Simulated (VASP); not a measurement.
Sn:

```xyz
2
Lattice="0.0000 3.2333 3.2333 3.2333 0.0000 3.2333 3.2333 3.2333 0.0000" Properties=species:S:1:pos:R:3 pbc="T T T"
Sn    0.0000    0.0000    0.0000
Sn    1.6167    1.6167    1.6167
```

Base run:

- Program: VASP 6.6.1
- Functional: RPBE
- Potentials or basis: VASP PAW PBE potentials, release 64 (Sn_d)
- Cutoff: 520 eV
- k mesh: 9 × 9 × 9
- Occupations: fermi-dirac, width 0.1 eV
- Spin: no spin polarisation

Its results: band gap on the k mesh zero (filled and empty bands touch); pressure 5.2 GPa.

**Question.** After a change of settings the same cell gave: band gap on the k mesh zero (band 14 reaches 5.84 eV, above the bottom of band 15 at 5.79 eV); pressure 3.8 GPa. Which change was it?
A. functional from RPBE to BLYP
B. functional from RPBE to r2SCAN
C. functional from RPBE to PBE; further incar settings from ALGO = Normal; EDIFF = 1e-06; NBANDS = 21 to ALGO = Normal; EDIFF = 1e-07; NBANDS = 21

**Answer.** C.

Caveats: spin-orbit coupling is left out, which moves the levels of the heavy elements; the PAW data sets were made with another functional, which shifts forces and pressure a little (some runs).
